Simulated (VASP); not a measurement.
# ZnS (F-43m) in VASP: settings compared, part 2 of 2

VASP 6.6.1.

## (3) Single point, HSE06

The input, POSCAR:

```
ZnS
1.0
    0.0000000000      2.6940858334      2.6940858334
    2.6940858334      0.0000000000      2.6940858334
    2.6940858334      2.6940858334      0.0000000000
Zn S
1 1
Direct
    0.0000000000      0.0000000000      0.0000000000
    0.2500000000      0.2500000000      0.2500000000
```

The input, INCAR.step1:

```
SYSTEM = ZnS
ALGO = Normal ; EDIFF = 1E-5
ENCUT = 520 ; GGA = PE
ISIF = 2 ; ISMEAR = 1
LASPH = .TRUE. ; LCHARG = .FALSE.
LREAL = .FALSE. ; LWAVE = .TRUE.
NBANDS = 16 ; NELM = 80
PREC = Accurate ; SIGMA = 0.001
```

The input, INCAR.step2:

```
SYSTEM = ZnS
ALGO = Normal ; EDIFF = 1E-6
ENCUT = 520 ; GGA = PE
HFSCREEN = 0.2079 ; ISIF = 2
ISMEAR = 1 ; ISTART = 1
LASPH = .TRUE. ; LCHARG = .FALSE.
LHFCALC = .TRUE. ; LREAL = .FALSE.
LWAVE = .FALSE. ; NBANDS = 16
NELM = 80 ; PREC = Accurate
PRECFOCK = Normal ; SIGMA = 0.001
```

The input, KPOINTS:

```
k-points
0
G
  4 4 4
  0 0 0
```

Potentials or basis: VASP PAW PBE potentials, release 64 (Zn, S).

On the command line:

```sh
$ cat potpaw_PBE.64/Zn/POTCAR potpaw_PBE.64/S/POTCAR > POTCAR
$ cp INCAR.step1 INCAR
$ mpirun -np 1 vasp_std > vasp.out
$ cp INCAR.step2 INCAR
$ mpirun -np 1 vasp_std > vasp.out
```

OUTCAR:

```text
SYSTEM = ZnS
   EDIFF = 1E-6
   ENCUT = 520
   GGA = PE
   HFSCREEN = 0.2079
   ISIF = 2
   ISMEAR = 1
   ISTART = 1
   LASPH = .TRUE.
   LHFCALC = .TRUE.
   LREAL = .FALSE.
   NELM = 80
   PREC = Accurate
   PRECFOCK = Normal

 ion  position               nearest neighbor table
   1  0.000  0.000  0.000-   2 2.33   2 2.33   2 2.33   2 2.33
   2  0.250  0.250  0.250-   1 2.33   1 2.33   1 2.33   1 2.33

  LATTYP: Found a face centered cubic cell.
 ALAT       =     5.3881716668

  Lattice vectors:

 A1 = (   0.0000000000,   2.6940858334,   2.6940858334)
 A2 = (   2.6940858334,   0.0000000000,   2.6940858334)
 A3 = (   2.6940858334,   2.6940858334,   0.0000000000)

Analysis of symmetry for initial positions (statically):
=====================================================================
 Subroutine PRICEL returns:
 Original cell was already a primitive cell.

 Routine SETGRP: Setting up the symmetry group for a
 face centered cubic supercell.

 Subroutine GETGRP returns: Found 24 space group operations
 (whereof 24 operations were pure point group operations)
 out of a pool of 48 trial point group operations.

The static configuration has the point symmetry T_d .

Analysis of symmetry for dynamics (positions and initial velocities):
=====================================================================
 Subroutine PRICEL returns:
 Original cell was already a primitive cell.

 Routine SETGRP: Setting up the symmetry group for a
 face centered cubic supercell.

 Subroutine GETGRP returns: Found 24 space group operations
 (whereof 24 operations were pure point group operations)
 out of a pool of 48 trial point group operations.

The dynamic configuration has the point symmetry T_d .

 Subroutine INISYM returns: Found 24 space group operations
 (whereof 24 operations are pure point group operations),
 and found     1 'primitive' translations

[... 104 lines left out ...]
   PRECFOCK=normal    Normal, Fast or Accurate (Low or Medium for compatibility)
   ENCUT4O =  -1.0   cutoff for four orbital integrals eV
   NKREDX  =     1    reduce k-point grid by
   NKREDY  =     1    reduce k-point grid by
   NKREDZ  =     1    reduce k-point grid by
   AEXX    =    0.2500 exact exchange contribution
   HFSCREEN=    0.2079 screening length (either q_TF or 0.3 A-1)
   HFSCREENC=   0.2079 screening length for correlation (either q_TF or 0.3 A-1)
   ENCUTFOCK=  -1.0 apply spherical cutoff to Coloumb kernel
   IVDW    =     0    specifies the selected vdW correction
   LEPSILON=     F    determine dielectric tensor
   LRPA    =     F    only Hartree local field effects (RPA)
 non-spin polarized calculation
 Methfessel and Paxton  Order N= 1 SIGMA  =   0.00
  energy-cutoff  :      520.00
  volume of cell :       39.11
 maximum number of plane-waves:      1067
  NGX = 24; NGY = 24; NGZ = 24

 number of electron      18.0000006 magnetization

 Free energy of the ion-electron system (eV)
  ---------------------------------------------------
  ext. energy  EPLUGINS =         0.00000000
  ---------------------------------------------------
  free energy    TOTEN  =        -8.33308775 eV

  energy without entropy =       -8.33308775  energy(sigma->0) =       -8.33308775

 E-fermi :   1.5595     XC(G=0):  -7.9972

 val. band max:        1.4736991578   @ k =   0.0000   0.0000   0.0000
 cond. band min:       4.8587223977   @ k =   0.0000   0.0000   0.0000
 fundamental gap:      3.3850232399
 Fermi energy:         1.5595378397

 k-point     1 :       0.0000    0.0000    0.0000
  band No.  band energies     occupation
      1     -12.9006      2.00000
      2      -6.4137      2.00000
      3      -6.4137      2.00000
      4      -6.4137      2.00000
      5      -5.9598      2.00000
      6      -5.9598      2.00000
[... 129 lines left out ...]
      3      -6.1691      2.00000
      4      -6.0043      2.00000
      5      -5.9770      2.00000
      6      -5.5066      2.00000
[... 8 lines left out ...]
     15      17.1334      0.00000
     16      17.9331      0.00000

------------------------ aborting loop because EDIFF is reached ----------------------------------------

  FORCE on cell =-STRESS in cart. coord.  units (eV):
  Direction    XX          YY          ZZ          XY          YZ          ZX
  --------------------------------------------------------------------------------------
  -------------------------------------------------------------------------------------
  Total        0.4602084      0.4602084      0.4602084      0.0000000      0.0000000      0.0000000
  in kB       18.8538853     18.8538853     18.8538853      0.0000000      0.0000000      0.0000000
  external PRESSURE =      18.8538853 kB  Pullay stress =       0.0000000 kB

 VOLUME and BASIS-vectors are now :
 -----------------------------------------------------------------------------
  energy-cutoff  :      520.00
  volume of cell :       39.11
      direct lattice vectors                 reciprocal lattice vectors
     0.000000000  2.694085833  2.694085833    -0.185591711  0.185591711  0.185591711
     2.694085833  0.000000000  2.694085833     0.185591711 -0.185591711  0.185591711
     2.694085833  2.694085833  0.000000000     0.185591711  0.185591711 -0.185591711

 POSITION                                       TOTAL-FORCE (eV/Angst)
 -----------------------------------------------------------------------------------
      0.00000      0.00000      0.00000         0.000000      0.000000      0.000000
      1.34704      1.34704      1.34704        -0.000000     -0.000000     -0.000000
 -----------------------------------------------------------------------------------
    total drift:                                0.000217      0.000172      0.000117

  FREE ENERGIE OF THE ION-ELECTRON SYSTEM (eV)
  ---------------------------------------------------
  free  energy   TOTEN  =        -8.3330877487 eV

  energy  without entropy=       -8.3330877487  energy(sigma->0) =       -8.33308775
```

OUTCAR.step1:

```text
SYSTEM = ZnS
   EDIFF = 1E-5
   ENCUT = 520
   GGA = PE
   ISIF = 2
   ISMEAR = 1
[... 355 lines left out ...]
      0.00000      0.00000      0.00000        -0.000000     -0.000000      0.000000
      1.34704      1.34704      1.34704         0.000000      0.000000     -0.000000
 -----------------------------------------------------------------------------------
    total drift:                                0.000001      0.000001      0.000001

  FREE ENERGIE OF THE ION-ELECTRON SYSTEM (eV)
  ---------------------------------------------------
  free  energy   TOTEN  =        -6.7951649229 eV

  energy  without entropy=       -6.7951649229  energy(sigma->0) =       -6.79516492
```

OSZICAR.step1:

```text
N       E                     dE             d eps       ncg     rms          rms(c)
DAV:   1     0.899122932982E+02    0.89912E+02   -0.91185E+03   264   0.132E+03
DAV:   2    -0.167777644655E+01   -0.91590E+02   -0.85008E+02   304   0.260E+02
DAV:   3    -0.717786892586E+01   -0.55001E+01   -0.54796E+01   312   0.612E+01
DAV:   4    -0.723747564211E+01   -0.59607E-01   -0.59596E-01   312   0.697E+00
DAV:   5    -0.723817670459E+01   -0.70106E-03   -0.69833E-03   312   0.695E-01    0.693E+00
DAV:   6    -0.681783115964E+01    0.42035E+00   -0.74447E-01   360   0.300E+01    0.541E+00
DAV:   7    -0.679515996950E+01    0.22671E-01   -0.25701E-01   320   0.451E+00    0.277E+00
DAV:   8    -0.679469199534E+01    0.46797E-03   -0.53454E-03   312   0.907E-01    0.754E-01
DAV:   9    -0.679498847721E+01   -0.29648E-03   -0.13814E-03   288   0.297E-01    0.978E-02
DAV:  10    -0.679517602003E+01   -0.18754E-03   -0.26191E-04   296   0.129E-01    0.434E-02
DAV:  11    -0.679516446813E+01    0.11552E-04   -0.36223E-05   320   0.618E-02    0.962E-03
DAV:  12    -0.679516492293E+01   -0.45480E-06   -0.36847E-06   176   0.181E-02
   1 F= -.67951649E+01 E0= -.67951649E+01  d E =0.000000E+00
```

Wall time 18 min (1 thread of AMD EPYC 7R43 (Zen 3), shared host); peak memory 0.22 GiB.

Results:

- Free energy: -8.3331 eV
- Pressure: 1.9 GPa
- Band gap on the k mesh: 3.38 eV

Levels at points of the mesh, in eV from the valence-band top:
```
           k point  band 7  band 8  band 9  band 10  band 11  band 12
(0.00, 0.00, 0.00)    0.00    0.00    0.00     3.38     7.68     7.68
(0.50, 0.00, 0.00)   -5.66   -0.93   -0.93     4.57     8.17     8.17
(0.50, 0.50, 0.00)   -5.03   -2.38   -2.38     4.36     5.26    12.63
```

Caveat: the k points lie up to 0.50 Å⁻¹ apart; the PAW data sets were made with another functional, which shifts forces and pressure a little.
